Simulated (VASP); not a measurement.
# Sr2Ti3O8 in VASP: further runs

Runs on Sr2Ti3O8. Level: PBEsol. Tasks: single point.

All numbers are computed with VASP 6.6.1; they aren't measurements. Logs are shortened: lines on timing, memory, paths and dates and some standing lists are left out, and cuts for length are marked.

## 1. The cell of the first run

The cell holds a slab with vacuum, 26 atoms: a = 5.504 Å, b = 5.504 Å, c = 23.142 Å, α = 90.00°, β = 90.00°, γ = 89.64°.

## 2. Single point, PBEsol

INCAR reads:

```
SYSTEM = Sr2Ti3O8
ALGO     = Normal         ! electronic algorithm
DIPOL    = 0.5 0.5 0.500
EDIFF    = 1E-6           ! SCF threshold, eV
ENCUT    = 520            ! plane-wave cutoff, eV
GGA      = PS             ! functional
IDIPOL   = 3            
ISIF     = 2              ! what is computed and relaxed
ISMEAR   = 0              ! smearing method
LASPH    = .True.         ! aspherical terms in the spheres
LCHARG   = .False.        ! write CHGCAR
LDIPOL   = .True.       
LREAL    = Auto         
LWAVE    = .False.        ! write WAVECAR
NBANDS   = 123            ! bands
NELM     = 100            ! most SCF steps
PREC     = Accurate       ! precision mode
SIGMA    = 0.05           ! smearing width, eV
```

KPOINTS reads:

```
k-points
0
Gamma
  1 1 1
  0 0 0
```

POSCAR reads:

```
Sr2Ti3O8
1.0
    5.5043380451      0.0000000000      0.0000000000
    0.0344432879      5.5042302799      0.0000000000
    0.0000000000      0.0000000000     23.1424098445
O Ti Sr
16 6 4
Direct
    0.7500000000      0.2500000000      0.3240803378
    0.2500000000      0.2500000000      0.3323442488
    0.7500000000      0.7500000000      0.3323442488
    0.2500000000      0.7500000000      0.3406081599
    0.5246454743      0.4753545257      0.4161721244
    0.9753545257      0.0246454743      0.4161721244
    0.2500000000      0.7500000000      0.4917360890
    0.7500000000      0.7500000000      0.5000000000
    0.2500000000      0.2500000000      0.5000000000
    0.7500000000      0.2500000000      0.5082639110
    0.0246454743      0.9753545257      0.5838278756
    0.4753545257      0.5246454743      0.5838278756
    0.7500000000      0.2500000000      0.6593918401
    0.2500000000      0.2500000000      0.6676557512
    0.7500000000      0.7500000000      0.6676557512
    0.2500000000      0.7500000000      0.6759196622
    0.5000000000      0.5000000000      0.3323442488
    0.0000000000      0.0000000000      0.3323442488
    0.0000000000      0.0000000000      0.5000000000
    0.5000000000      0.5000000000      0.5000000000
    0.5000000000      0.5000000000      0.6676557512
    0.0000000000      0.0000000000      0.6676557512
    0.0000000000      0.5000000000      0.4161721244
    0.5000000000      0.0000000000      0.4161721244
    0.5000000000      0.0000000000      0.5838278756
    0.0000000000      0.5000000000      0.5838278756
```

Potentials or basis: VASP PAW PBE potentials, release 64 (O, Ti_sv, Sr_sv).

Command:

```bash
> cat potpaw_PBE.64/O/POTCAR potpaw_PBE.64/Ti_sv/POTCAR potpaw_PBE.64/Sr_sv/POTCAR > POTCAR
> mpirun -np 1 vasp_gam > vasp.out
```

OUTCAR:

```text
SYSTEM = Sr2Ti3O8
   EDIFF = 1E-6
   ENCUT = 520
   GGA = PS
   ISIF = 2
   ISMEAR = 0
   LASPH = .True.
   LREAL = Auto
   NELM = 100
   PREC = Accurate

 ion  position               nearest neighbor table
   1  0.750  0.250  0.324-  17 1.95  18 1.95  23 2.89  24 2.89
   2  0.250  0.250  0.332-  17 1.95  18 1.95  23 2.74  24 2.74
   3  0.750  0.750  0.332-  17 1.95  18 1.95  23 2.74  24 2.74
   4  0.250  0.750  0.341-  17 1.95  18 1.95  23 2.62  24 2.62
   5  0.525  0.475  0.416-  17 1.95  20 1.95  24 2.62  23 2.62  24 2.89  23 2.89
   6  0.975  0.025  0.416-  18 1.95  19 1.95  23 2.62  24 2.62  23 2.89  24 2.89
   7  0.250  0.750  0.492-  19 1.95  20 1.95  23 2.62  24 2.62  25 2.89  26 2.89
   8  0.750  0.750  0.500-  19 1.95  20 1.95  23 2.74  24 2.74  25 2.74  26 2.74
   9  0.250  0.250  0.500-  19 1.95  20 1.95  23 2.74  24 2.74  25 2.74  26 2.74
  10  0.750  0.250  0.508-  19 1.95  20 1.95  25 2.62  26 2.62  23 2.89  24 2.89
  11  0.025  0.975  0.584-  19 1.95  22 1.95  26 2.62  25 2.62  26 2.89  25 2.89
  12  0.475  0.525  0.584-  20 1.95  21 1.95  25 2.62  26 2.62  25 2.89  26 2.89
  13  0.750  0.250  0.659-  21 1.95  22 1.95  25 2.62  26 2.62
  14  0.250  0.250  0.668-  21 1.95  22 1.95  25 2.74  26 2.74
  15  0.750  0.750  0.668-  21 1.95  22 1.95  25 2.74  26 2.74
  16  0.250  0.750  0.676-  21 1.95  22 1.95  25 2.89  26 2.89
  17  0.500  0.500  0.332-   1 1.95   4 1.95   5 1.95   2 1.95   3 1.95  24 3.37  24 3.37  23 3.37
                            23 3.37
  18  0.000  0.000  0.332-   1 1.95   4 1.95   6 1.95   2 1.95   3 1.95  23 3.37  23 3.37  24 3.37
                            24 3.37
  19  0.000  0.000  0.500-   7 1.95  10 1.95   6 1.95  11 1.95   8 1.95   9 1.95  23 3.37  26 3.37
                            23 3.37  26 3.37  25 3.37  24 3.37  24 3.37  25 3.37
  20  0.500  0.500  0.500-   7 1.95  10 1.95   5 1.95  12 1.95   8 1.95   9 1.95  24 3.37  25 3.37
                            24 3.37  25 3.37  23 3.37  26 3.37  23 3.37  26 3.37
  21  0.500  0.500  0.668-  16 1.95  13 1.95  12 1.95  15 1.95  14 1.95  25 3.37  25 3.37  26 3.37
                            26 3.37
  22  0.000  0.000  0.668-  16 1.95  13 1.95  11 1.95  15 1.95  14 1.95  26 3.37  26 3.37  25 3.37
                            25 3.37
  23  0.000  0.500  0.416-   4 2.62   6 2.62   5 2.62   7 2.62   2 2.74   3 2.74   8 2.74   9 2.74
                             6 2.89   5 2.89   1 2.89  10 2.89  18 3.37  19 3.37  18 3.37  19 3.37
  24  0.500  0.000  0.416-   4 2.62   5 2.62   6 2.62   7 2.62   2 2.74   3 2.74   8 2.74   9 2.74
                             5 2.89   6 2.89   1 2.89  10 2.89  17 3.37  17 3.37  20 3.37  20 3.37
  25  0.500  0.000  0.584-  13 2.62  12 2.62  11 2.62  10 2.62   8 2.74   9 2.74  14 2.74  15 2.74
                            12 2.89  11 2.89   7 2.89  16 2.89  20 3.37  21 3.37  20 3.37  21 3.37
  26  0.000  0.500  0.584-  13 2.62  11 2.62  12 2.62  10 2.62   8 2.74   9 2.74  14 2.74  15 2.74
                            11 2.89  12 2.89   7 2.89  16 2.89  19 3.37  19 3.37  22 3.37  22 3.37

  LATTYP: Found a base centered orthorhombic cell.
 ALAT       =     7.7599162128
 B/A-ratio  =     1.0062771816
 C/A-ratio  =     2.9823015107

  Lattice vectors:

 A1 = (  -0.0344432879,  -5.5042302799,   0.0000000000)
 A2 = (   5.5043380451,   0.0000000000,   0.0000000000)
 A3 = (   0.0000000000,   0.0000000000,  23.1424098445)

Analysis of symmetry for initial positions (statically):
=====================================================================
 Subroutine PRICEL returns:
 Original cell was already a primitive cell.

 Routine SETGRP: Setting up the symmetry group for a
 base centered orthorhombic supercell.

 Subroutine GETGRP returns: Found  8 space group operations
 (whereof  4 operations were pure point group operations)
 out of a pool of  8 trial point group operations.

The static configuration has the point symmetry C_2h.
 The point group associated with its full space group is D_2h.

Analysis of symmetry for dynamics (positions and initial velocities):
=====================================================================
 Subroutine PRICEL returns:
 Original cell was already a primitive cell.

 Routine SETGRP: Setting up the symmetry group for a
 base centered orthorhombic supercell.

 Subroutine GETGRP returns: Found  8 space group operations
 (whereof  4 operations were pure point group operations)
 out of a pool of  8 trial point group operations.

The dynamic configuration has the point symmetry C_2h.
 The point group associated with its full space group is D_2h.

 Subroutine INISYM returns: Found  8 space group operations
 (whereof  4 operations are pure point group operations),
 and found     1 'primitive' translations

----------------------------------------------------------------------------------------

                                     Primitive cell

  volume of cell :     701.1489

[... 79 lines left out ...]

  Length of vectors
     0.181678445  0.181678445  0.043210712

  Shift w.r.t. Gamma in fractional coordinates (k-lattice)
     0.000000000  0.000000000  0.000000000

 Subroutine IBZKPT returns following result:
 ===========================================

 Found      1 irreducible k-points:

 Following reciprocal coordinates:
            Coordinates               Weight
  0.000000  0.000000  0.000000      1.000000
   k-points           NKPTS =      1   k-points in BZ     NKDIM =      1   number of bands    NBANDS=    123
   number of dos      NEDOS =    301   number of ions     NIONS =     26
   total plane-waves  NPLWV = 317520
   dimension x,y,z NGX =    42 NGY =   42 NGZ =  180
   dimension x,y,z NGXF=    84 NGYF=   84 NGZF=  360
   ions per type =              16   6   4
   NGX,Y,Z   is equivalent  to a cutoff of  12.69, 12.69, 12.93 a.u.
   NGXF,Y,Z  is equivalent  to a cutoff of  25.37, 25.37, 25.86 a.u.
 SYSTEM =  Sr2Ti3O8
   PREC   = accura    normal or accurate (medium, high low for compatibility)
   ISTART =      0    job   : 0-new  1-cont  2-samecut
   ICHARG =      2    charge: 1-file 2-atom 10-const
   ISPIN  =      1    spin polarized calculation?
   LNONCOLLINEAR =      F non collinear calculations
   LSORBIT =      F    spin-orbit coupling
   LASPH  =      T    aspherical Exc in radial PAW
   ENCUT  =  520.0 eV  38.22 Ry    6.18 a.u.  10.23 10.23 43.03*2*pi/ulx,y,z
   NELM   =    100;   NELMIN=  2; NELMDL= -5     # of ELM steps
   EDIFF  = 0.1E-05   stopping-criterion for ELM
   LREAL  =      T    real-space projection
   EDIFFG = 0.1E-04   stopping-criterion for IOM
   NSW    =      0    number of steps for IOM
   IBRION =     -1    ionic relax: 0-MD 1-quasi-New 2-CG
   NFREE  =      0    steps in history (QN), initial steepest desc. (CG)
   ISIF   =      2    stress and relaxation
   ISYM   =      2    0-nonsym 1-usesym 2-fastsym
   POTIM  = 0.5000    time-step for ionic-motion
   TEBEG  =    0.0;   TEEND  =   0.0 temperature during run
   PSTRESS=    0.0 pullay stress
   NELECT =     208.0000    total number of electrons
   NUPDOWN=      -1.0000    fix difference up-down
   EMIN   =  10.00;   EMAX   =-10.00  energy-range for DOS
   EFERMI =   0.00;   METHOD = LEGACY
   ISMEAR =     0;   SIGMA  =   0.05  broadening in eV -4-tet -1-fermi 0-gaus
   EFERMI_NEDOS =   21; number of points for ismear=-14 and -15
   IALGO  =     38    algorithm
   IMIX   =      4    mixing-type and parameters
     AMIX     =   0.40;   BMIX     =  1.00
     AMIX_MAG =   1.60;   BMIX_MAG =  1.00
  volume/ion in A,a.u.               =      26.97       181.98
  Fermi-wavevector in a.u.,A,eV,Ry     =   1.091840  2.063279 16.219717  1.192116
  Thomas-Fermi vector in A             =   2.228094
   LORBIT       =      0    0 simple, 1 ext, 2 COOP (PROOUT), +10 PAW based schemes
   GGA     = PS    functional components
   LHFCALC =     F    Hartree Fock is set to
   AEXX    =    0.0000 exact exchange contribution
   IVDW    =     0    specifies the selected vdW correction
   LEPSILON=     F    determine dielectric tensor
   LRPA    =     F    only Hartree local field effects (RPA)
 non-spin polarized calculation
 Gauss-broadening in eV      SIGMA  =   0.05
  energy-cutoff  :      520.00
  volume of cell :      701.15
 maximum number of plane-waves:      9438
 NGX is ok and might be reduce to    42
   NGX = 21   NGY = 21   NGZ = 87

 number of electron     207.9999984 magnetization

 dipolmoment           0.000000      0.000000     -0.000000 electrons x Angstroem

 Free energy of the ion-electron system (eV)
  ---------------------------------------------------
  ext. energy  EPLUGINS =         0.00000000
  ---------------------------------------------------
  free energy    TOTEN  =      -208.26271874 eV

  energy without entropy =     -208.26271865  energy(sigma->0) =     -208.26271870

 E-fermi :  -0.1906     XC(G=0):  -5.5275

 val. band max:       -0.3733653742   @ k =   0.0000   0.0000   0.0000
 cond. band min:      -0.0079276000   @ k =   0.0000   0.0000   0.0000
 fundamental gap:      0.3654377741
 Fermi energy:        -0.1905839264

 k-point     1 :       0.0000    0.0000    0.0000
  band No.  band energies     occupation
      1     -58.1958      2.00000
      2     -58.1926      2.00000
      3     -58.1875      2.00000
      4     -58.1874      2.00000
      5     -58.1846      2.00000
      6     -58.1845      2.00000
[... 108 lines left out ...]
    115       2.0031      0.00000
    116       2.0420      0.00000
 [bands above 116 left out]

------------------------ aborting loop because EDIFF is reached ----------------------------------------

 vacuum level on the upper side and lower side of the slab       (xc-potential included)        -0.110        -0.110

  FORCE on cell =-STRESS in cart. coord.  units (eV):
  Direction    XX          YY          ZZ          XY          YZ          ZX
  --------------------------------------------------------------------------------------
  -------------------------------------------------------------------------------------
  Total       15.0795111     15.0722938    -23.7136086      0.5766855     -0.0000000     -0.0000000
  in kB       34.4578020     34.4413099    -54.1873553      1.3177692     -0.0000000     -0.0000000
  external PRESSURE =       4.9039188 kB  Pullay stress =       0.0000000 kB

 VOLUME and BASIS-vectors are now :
 -----------------------------------------------------------------------------
  energy-cutoff  :      520.00
  volume of cell :      701.15
      direct lattice vectors                 reciprocal lattice vectors
     5.504338045  0.000000000  0.000000000     0.181674888 -0.001136849  0.000000000
     0.034443288  5.504230280  0.000000000     0.000000000  0.181678445  0.000000000
     0.000000000  0.000000000 23.142409845     0.000000000  0.000000000  0.043210712

 POSITION                                       TOTAL-FORCE (eV/Angst)
 -----------------------------------------------------------------------------------
      4.13686      1.37606      7.50000        -0.000000      0.000000     -0.862927
      1.38470      1.37606      7.69125        -0.000000      0.000000      0.092544
      4.15409      4.12817      7.69125        -0.000000      0.000000      0.092544
      1.40192      4.12817      7.88249        -0.000000      0.000000      0.538587
      2.90420      2.61646      9.63123         0.108487     -0.109168     -0.969000
      5.36953      0.13565      9.63123        -0.108487      0.109168     -0.969000
[... 18 lines left out ...]
      2.75217      0.00000     13.51118         0.209904      0.208595      0.867313
      0.01722      2.75212     13.51118        -0.209904     -0.208595      0.867313
 -----------------------------------------------------------------------------------
    total drift:                                0.000000      0.000000     -0.000000

  FREE ENERGIE OF THE ION-ELECTRON SYSTEM (eV)
  ---------------------------------------------------
  free  energy   TOTEN  =      -208.2627187437 eV

  energy  without entropy=     -208.2627186533  energy(sigma->0) =     -208.26271870

 vacuum level on the upper side and lower side of the slab         4.068         4.068
```

Run time: 5.7 min. Hardware: 1 thread of Intel Xeon Platinum 8259CL at 2.50GHz (Skylake/Cascade Lake), shared host; peak memory 0.65 GiB.

Results:

```
Free energy   : -208.2627 eV
Largest force : 2.823 eV/Å
```

Forces on the atoms (eV/Å):
```
O    0.000  0.000 -0.863
O    0.000  0.000  0.093
O    0.000  0.000  0.093
O    0.000  0.000  0.539
O    0.108 -0.109 -0.969
O   -0.108  0.109 -0.969
O    0.000  0.000 -0.804
O    0.000  0.000  0.000
O    0.000  0.000  0.000
O    0.000  0.000  0.804
O    0.108 -0.109  0.969
O   -0.108  0.109  0.969
O    0.000  0.000 -0.539
O    0.000  0.000 -0.093
O    0.000  0.000 -0.093
O    0.000  0.000  0.863
Ti   0.842 -0.847  2.557
Ti  -0.842  0.847  2.557
Ti   0.000  0.000  0.000
Ti   0.000  0.000  0.000
Ti  -0.842  0.847 -2.557
Ti   0.842 -0.847 -2.557
Sr   0.210  0.209 -0.867
Sr  -0.210 -0.209 -0.867
Sr   0.210  0.209  0.867
Sr  -0.210 -0.209  0.867
```

Caveat: the k points lie up to 1.14 Å⁻¹ apart, too coarse for converged energies, forces and pressures; the PAW data sets were made with another functional, which shifts forces and pressure a little.

(Part 1 of 2 ends here.)
